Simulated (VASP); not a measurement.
# PrPb5 in VASP: a series of runs, part 2 of 2

VASP 6.6.1. The steps go on from the part before.

## 3. Single point, PBE

This run uses another cell than the first one, of 43.18 Å³/atom.

INCAR

```
  ALGO = Normal
  EDIFF = 1E-6
  ENCUT = 500
  GGA = PE
  GGA_COMPAT = F
  ISIF = 2
  ISMEAR = 0
  LASPH = T
  LCHARG = F
  LMAXMIX = 6
  LREAL = F
  LWAVE = F
  NBANDS = 50
  NELM = 200
  PREC = Accurate
  SIGMA = 0.2
```

KPOINTS

```
k-points
0
Gamma
  3 3 4
```

POSCAR

```
PrPb5
1.0
    7.5502579367      0.0000000000      0.0000000000
    0.0000000000      7.5502579367      0.0000000000
    0.0000000000      0.0000000000      4.5444587415
Pr Pb
1 5
Direct
    0.0000000000      0.0000000000      0.5000000000
    0.1941478703      0.5000000000      0.5000000000
    0.8058521297      0.5000000000      0.5000000000
    0.5000000000      0.1941478703      0.5000000000
    0.5000000000      0.8058521297      0.5000000000
    0.5000000000      0.5000000000      0.0000000000
```

Potentials or basis: VASP PAW PBE potentials, release 64 (Pr_3, Pb_d), 4f in core.

Command:

```sh
$ cat potpaw_PBE.64/Pr_3/POTCAR potpaw_PBE.64/Pb_d/POTCAR > POTCAR
$ mpirun -np 1 vasp_std > vasp.out
```

OUTCAR:

```text
EDIFF = 1E-6
   ENCUT = 500
   GGA = PE
   ISIF = 2
   ISMEAR = 0
   LASPH = T
   LREAL = F
   NELM = 200
   PREC = Accurate

 ion  position               nearest neighbor table
   1  0.000  0.000  0.500-
   2  0.194  0.500  0.500-   3 2.93   6 3.24   6 3.24   4 3.27   5 3.27
   3  0.806  0.500  0.500-   2 2.93   6 3.24   6 3.24   4 3.27   5 3.27
   4  0.500  0.194  0.500-   5 2.93   6 3.24   6 3.24   3 3.27   2 3.27
   5  0.500  0.806  0.500-   4 2.93   6 3.24   6 3.24   3 3.27   2 3.27
   6  0.500  0.500  0.000-   2 3.24   3 3.24   4 3.24   5 3.24   2 3.24   3 3.24   4 3.24   5 3.24

  LATTYP: Found a simple tetragonal cell.
 ALAT       =     7.5502579367
 C/A-ratio  =     0.6018945021

  Lattice vectors:

 A1 = (   7.5502579367,   0.0000000000,   0.0000000000)
 A2 = (   0.0000000000,   7.5502579367,   0.0000000000)
 A3 = (   0.0000000000,   0.0000000000,   4.5444587415)

Analysis of symmetry for initial positions (statically):
=====================================================================
 Subroutine PRICEL returns:
 Original cell was already a primitive cell.

 Routine SETGRP: Setting up the symmetry group for a
 simple tetragonal supercell.

 Subroutine GETGRP returns: Found 16 space group operations
 (whereof 16 operations were pure point group operations)
 out of a pool of 16 trial point group operations.

The static configuration has the point symmetry D_4h.

Analysis of symmetry for dynamics (positions and initial velocities):
=====================================================================
 Subroutine PRICEL returns:
 Original cell was already a primitive cell.

 Routine SETGRP: Setting up the symmetry group for a
 simple tetragonal supercell.

 Subroutine GETGRP returns: Found 16 space group operations
 (whereof 16 operations were pure point group operations)
 out of a pool of 16 trial point group operations.
[... 112 lines left out ...]
     AMIX     =   0.40;   BMIX     =  1.00
     AMIX_MAG =   1.60;   BMIX_MAG =  1.00
  volume/ion in A,a.u.               =      43.18       291.37
  Fermi-wavevector in a.u.,A,eV,Ry     =   1.111138  2.099746 16.798123  1.234627
  Thomas-Fermi vector in A             =   2.247697
   LORBIT       =      0    0 simple, 1 ext, 2 COOP (PROOUT), +10 PAW based schemes
   GGA     = PE    functional components
   LHFCALC =     F    Hartree Fock is set to
   AEXX    =    0.0000 exact exchange contribution
   IVDW    =     0    specifies the selected vdW correction
   LEPSILON=     F    determine dielectric tensor
   LRPA    =     F    only Hartree local field effects (RPA)
 non-spin polarized calculation
 Gauss-broadening in eV      SIGMA  =   0.20
  energy-cutoff  :      500.00
  volume of cell :      259.06
 maximum number of plane-waves:      6609
 NGX is ok and might be reduce to    56
   NGX = 27   NGY = 27   NGZ = 17

 number of electron      81.0000027 magnetization

 Free energy of the ion-electron system (eV)
  ---------------------------------------------------
  ext. energy  EPLUGINS =         0.00000000
  ---------------------------------------------------
  free energy    TOTEN  =       -20.02261285 eV

  energy without entropy =      -19.85944949  energy(sigma->0) =      -19.94103117

 E-fermi :   3.9050     XC(G=0):  -8.4266

 val. band max:        3.8962243045   @ k =   0.3333   0.3333   0.5000
 cond. band min:       3.9502748100   @ k =   0.3333   0.0000   0.2500
 fundamental gap:      0.0540505055
 Fermi energy:         3.9049825304

 k-point     1 :       0.0000    0.0000    0.0000
  band No.  band energies     occupation
      1     -34.2873      2.00000
      2     -16.1123      2.00000
      3     -16.1123      2.00000
      4     -16.0773      2.00000
      5     -13.5024      2.00000
      6     -13.2773      2.00000
[... 466 lines left out ...]
     49       5.9810      0.00000
     50       6.7222      0.00000

------------------------ aborting loop because EDIFF is reached ----------------------------------------

  FORCE on cell =-STRESS in cart. coord.  units (eV):
  Direction    XX          YY          ZZ          XY          YZ          ZX
  --------------------------------------------------------------------------------------
  -------------------------------------------------------------------------------------
  Total       -0.0963630     -0.0963630     -0.0536991      0.0000000      0.0000000      0.0000000
  in kB       -0.5959571     -0.5959571     -0.3321022      0.0000000      0.0000000      0.0000000
  external PRESSURE =      -0.5080055 kB  Pullay stress =       0.0000000 kB

 VOLUME and BASIS-vectors are now :
 -----------------------------------------------------------------------------
  energy-cutoff  :      500.00
  volume of cell :      259.06
      direct lattice vectors                 reciprocal lattice vectors
     7.550257937  0.000000000  0.000000000     0.132445806  0.000000000  0.000000000
     0.000000000  7.550257937  0.000000000     0.000000000  0.132445806  0.000000000
     0.000000000  0.000000000  4.544458741     0.000000000  0.000000000  0.220048207

 POSITION                                       TOTAL-FORCE (eV/Angst)
 -----------------------------------------------------------------------------------
      0.00000      0.00000      2.27223         0.000000      0.000000      0.000000
      1.46587      3.77513      2.27223         0.019068     -0.000000      0.000000
      6.08439      3.77513      2.27223        -0.019068     -0.000000     -0.000000
      3.77513      1.46587      2.27223         0.000000      0.019068     -0.000000
      3.77513      6.08439      2.27223        -0.000000     -0.019068      0.000000
      3.77513      3.77513      0.00000         0.000000      0.000000      0.000000
 -----------------------------------------------------------------------------------
    total drift:                                0.000000      0.000000     -0.000000

  FREE ENERGIE OF THE ION-ELECTRON SYSTEM (eV)
  ---------------------------------------------------
  free  energy   TOTEN  =       -20.0226128469 eV

  energy  without entropy=      -19.8594494862  energy(sigma->0) =      -19.94103117
```

stdout:

```text
POSCAR found type information on POSCAR PrPb
 POSCAR found :  2 types and       6 ions
 scaLAPACK will be used
 LDA part: xc-table for (Slater+PW92), standard interpolation
 POSCAR, INCAR and KPOINTS ok, starting setup
 FFT: planning ... GRIDC
 FFT: planning ... GRID_SOFT
 FFT: planning ... GRID
 WAVECAR not read
 entering main loop
```

It took 64 s on 1 thread of Intel Xeon 6975P-C (Granite Rapids), shared host; peak memory 0.36 GiB.

Results:

```
Free energy            : -20.0226 eV
Pressure               : -0.1 GPa
Largest force          : 0.019 eV/Å
Band gap on the k mesh : zero (an odd number of electrons rules out a gap without spin polarisation)
```

Forces in eV/Å, atoms in the order of the input:
```
Pr   0.000  0.000  0.000
Pb   0.019  0.000  0.000
Pb  -0.019  0.000  0.000
Pb   0.000  0.019  0.000
Pb   0.000 -0.019  0.000
Pb   0.000  0.000  0.000
```

Levels at points of the mesh, in eV from the Fermi level:
| k point | band 37 | band 38 | band 39 | band 40 | band 41 | band 42 | band 43 | band 44 | band 45 | band 46 |
| --- | --- | --- | --- | --- | --- | --- | --- | --- | --- | --- |
| (0.00, 0.00, 0.00) | -1.54 | -0.81 | -0.81 | -0.69 | 0.68 | 1.03 | 1.27 | 1.27 | 1.34 | 1.34 |
| (0.00, 0.00, 0.50) | -1.98 | -1.40 | -1.01 | -0.72 | -0.21 | -0.21 | 0.36 | 0.36 | 0.87 | 1.22 |

Caveat: spin-orbit coupling is left out, which moves the levels of the heavy elements; the 4f electrons are frozen in the core, so they carry no moment and show no levels. Spin polarisation is off, so any magnetic state and its effect on volume and gap are missing.

## 4. Single point, PBE

This run uses another cell than the first one, of 45.73 Å³/atom.

INCAR

```
SYSTEM = PrPb5
  ALGO = Normal
  EDIFF = 1E-6
  ENCUT = 500
  GGA = PE
  GGA_COMPAT = .FALSE.
  ISIF = 2
  ISMEAR = 0
  LASPH = .TRUE.
  LCHARG = .FALSE.
  LMAXMIX = 6
  LREAL = .FALSE.
  LWAVE = .FALSE.
  NBANDS = 50
  NELM = 200
  PREC = Accurate
  SIGMA = 0.2
```

KPOINTS

```
k-points
0
G
  3 3 4
  0 0 0
```

POSCAR

```
PrPb5
1.0
    7.3604999505      0.0000000000      0.0000000000
    0.0000000000      7.3604999505      0.0000000000
    0.0000000000      0.0000000000      5.0641549591
Pr Pb
1 5
Direct
    0.0000000000      0.0000000000      0.3773342340
    0.5000000000      0.5000000000      0.8772208868
    0.3037146239      0.0000000000      0.8774100823
    0.6962853761      0.0000000000      0.8774100823
    0.0000000000      0.3037146239      0.8774100823
    0.0000000000      0.6962853761      0.8774100823
```

Command:

```sh
$ cat potpaw_PBE.64/Pr_3/POTCAR potpaw_PBE.64/Pb_d/POTCAR > POTCAR
$ mpirun -np 1 vasp_std > vasp.out
```

Wall time 78 s (1 thread of Intel Xeon 6975P-C (Granite Rapids), shared host); peak memory 0.37 GiB.

Results (log left out):

```
Free energy            : -20.2148 eV
Pressure               : 0.2 GPa
Largest force          : 0.041 eV/Å
Band gap on the k mesh : zero (an odd number of electrons rules out a gap without spin polarisation)
```

Forces in eV/Å, atoms in the order of the input:
```
Pr   0.000  0.000  0.003
Pb   0.000  0.000  0.000
Pb   0.041  0.000 -0.001
Pb  -0.041  0.000 -0.001
Pb   0.000  0.041 -0.001
Pb   0.000 -0.041 -0.001
```

Stress tensor (GPa, compression positive):
```
0.28 0.00 0.00
0.00 0.28 0.00
0.00 0.00 0.09
```

Levels at points of the mesh, in eV from the Fermi level:
```csv
k point,band 38,band 39,band 40,band 41,band 42,band 43,band 44,band 45
"(0.00, 0.00, 0.00)",-1.27,-0.65,-0.33,-0.33,1.12,1.16,1.40,1.47
"(0.00, 0.00, 0.50)",-1.04,-0.98,-0.70,-0.08,0.45,0.45,1.38,1.69
```

Caveat: spin-orbit coupling is left out, which moves the levels of the heavy elements; the 4f electrons are frozen in the core, so they carry no moment and show no levels.

## 5. Single point, PBE

This run uses another cell than the first one, of 45.11 Å³/atom.

INCAR

```
SYSTEM = PrPb5
  PREC = Accurate
  ENCUT = 500
  EDIFF = 1E-6
  ISMEAR = 0
  SIGMA = 0.2
  LREAL = .FALSE.
  LASPH = .TRUE.
  NELM = 200
  ALGO = Normal
  ISIF = 2
  LWAVE = .FALSE.
  LCHARG = .TRUE.
  GGA = PE
  LELF = .TRUE.
  LVHAR = .TRUE.
  NBANDS = 50
  GGA_COMPAT = .FALSE.
  LMAXMIX = 6
```

KPOINTS

```
regular mesh
0
G
  3 3 3
  0 0 0
```

POSCAR

```
PrPb5
1.0
    7.4092203566      0.0000000000      0.0000000000
    0.0000000000      7.4092203566      0.0000000000
    0.0000000000      0.0000000000      4.9307059446
Pr Pb
1 5
Direct
    0.5000000000      0.5000000000      0.5000000000
    0.8067463697      0.5000000000      0.0000000000
    0.1932536303      0.5000000000      0.0000000000
    0.5000000000      0.8067463697      0.0000000000
    0.5000000000      0.1932536303      0.0000000000
    0.0000000000      0.0000000000      0.0000000000
```

Command:

```sh
$ cat potpaw_PBE.64/Pr_3/POTCAR potpaw_PBE.64/Pb_d/POTCAR > POTCAR
$ mpirun -np 1 vasp_std > vasp.out
```

Run time: 44 s. Hardware: 1 thread of Intel Xeon 6975P-C (Granite Rapids), shared host; peak memory 0.33 GiB.

The run converged. Its results:

| Property | Result |
| --- | --- |
| Free energy | -20.1766 eV |
| Pressure | 0.2 GPa |
| Largest force | 0.037 eV/Å |
| Band gap on the k mesh | zero (an odd number of electrons rules out a gap without spin polarisation) |

Forces on the atoms (eV/Å):
```
Pr   0.000  0.000  0.000
Pb  -0.037  0.000  0.000
Pb   0.037  0.000  0.000
Pb   0.000 -0.037  0.000
Pb   0.000  0.037  0.000
Pb   0.000  0.000  0.000
```

Levels at points of the mesh, in eV from the Fermi level:
```
           k point  band 36  band 37  band 38  band 39  band 40  band 41  band 42  band 43  band 44  band 45
(0.00, 0.00, 0.00)    -1.34    -1.34    -1.31    -0.50    -0.29    -0.29     0.92     1.14     1.39     1.65
```

Caveat: the k points lie up to 0.42 Å⁻¹ apart, too coarse for converged energies and pressures of a metal; spin-orbit coupling is left out, which moves the levels of the heavy elements; the 4f electrons are frozen in the core, so they carry no moment and show no levels. Spin polarisation is off, so any magnetic state and its effect on volume and gap are missing.

## 6. Overview

| cell | k mesh | gap on the mesh (eV) | pressure (GPa) | largest force (eV/Å) |
| --- | --- | --- | --- | --- |
| a = 6.361, b = 6.361, c = 9.037 Å, 6 atoms, atomic positions A | 3 × 3 × 2 | none | 0.3 | 0.02 |
| a = 7.550, b = 7.550, c = 4.544 Å, 6 atoms, atomic positions B | 3 × 3 × 4 | none | -0.1 | 0.02 |
| a = 7.360, b = 7.360, c = 5.064 Å, 6 atoms, atomic positions C | 3 × 3 × 4 | none | 0.2 | 0.04 |
| a = 7.409, b = 7.409, c = 4.931 Å, 6 atoms, atomic positions D | 3 × 3 × 3 | none | 0.2 | 0.04 |

Alike in all rows: task single point; level PBE; potentials or basis VASP PAW PBE potentials, release 64 (Pr_3, Pb_d), 4f in core; no spin polarisation; cutoff (eV) 500; smearing gaussian 0.2 eV.

Caveats: some runs use coarse meshes; spin-orbit coupling is left out, which moves the levels of the heavy elements; the 4f electrons are frozen in the core, so they carry no moment and show no levels.

Absolute energies hang on the potentials; compare differences alone.
